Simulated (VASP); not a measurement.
Ge5H2, 28 atoms in the cell. The cell holds a slab with vacuum, 28 atoms: a = 7.950 Å, b = 7.950 Å, c = 19.378 Å, α = 90.00°, β = 90.00°, γ = 90.00°. 

* Program: VASP 6.6.1
* Task: single point
* Functional: LDA
* Potentials or basis: VASP PAW LDA potentials, release 64 (Ge_d, H)
* Cutoff: 520 eV
* k mesh: 3 × 3 × 1
* Occupations: gaussian, width 0.05 eV
* Spin: no spin polarisation
* Dipole correction: yes
* Further INCAR settings: LREAL = Auto; ALGO = Fast; EDIFF = 1e-06; NBANDS = 164

Potentials or basis: VASP PAW LDA potentials, release 64 (Ge_d, H).

The run is started by

```sh
$ cat potpaw_LDA.64/Ge_d/POTCAR potpaw_LDA.64/H/POTCAR > POTCAR
$ mpirun -np 1 vasp_std > vasp.out
```

Hardware: 1 thread of Oxide Virtual Turin-like Processor (shared host).

Question: Estimate the wall time of this run.

Answer: Wall time 61 min on 1 thread of Oxide Virtual Turin-like Processor, on a shared host, peak memory 0.98 GiB. Counts: scf iterations 26, k points 4.
